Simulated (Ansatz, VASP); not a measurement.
## Al2GaAs3: VASP beside Ansatz

```xyz
6
Lattice="-2.0278 2.0278 8.5981 2.0278 -2.0278 8.5981 2.0278 2.0278 -8.5981" Properties=species:S:1:pos:R:3 pbc="T T T"
Al    0.0000    0.0000   14.3281
Al    0.0000    0.0000    2.8681
Ga    0.0000    0.0000    8.5981
As    2.0278    0.0000    7.1553
As    2.0278    0.0000    1.4428
As    0.0000    2.0278    4.2990
```

Alike in both runs: functional PBE; k mesh 10 × 10 × 10; occupations gaussian, width 0.02 eV; no spin polarisation.

Ansatz relaxed the structure, and its values are those at the end. VASP's run is a single point on that final structure, the one shown.

|  | VASP | Ansatz |
| --- | --- | --- |
| version | VASP 6.6.1 | Ansatz 0.2.0 |
| potentials or method | VASP PAW PBE potentials, release 64 (Al, Ga_d, As), cutoff 520 eV | scalar-relativistic, plane waves, PAW |
| valence electrons in the cell | 34 | 64 |

|  | VASP | Ansatz | Ansatz less VASP |
| --- | --- | --- | --- |
| gap on the k mesh at the Fermi level (eV) | 1.11 | 1.11 | -0.002 |
| least direct gap on the mesh (eV) | 1.11 | 1.11 | -0.002 |
| pressure (GPa) | 0.2 | 0.0 | -0.16 |

With one functional, cell and mesh, what is left measures potentials, basis and numerics. VASP's potentials hold 34 valence electrons a cell and Ansatz's 64, so a difference there can come from the potentials and not from the codes.
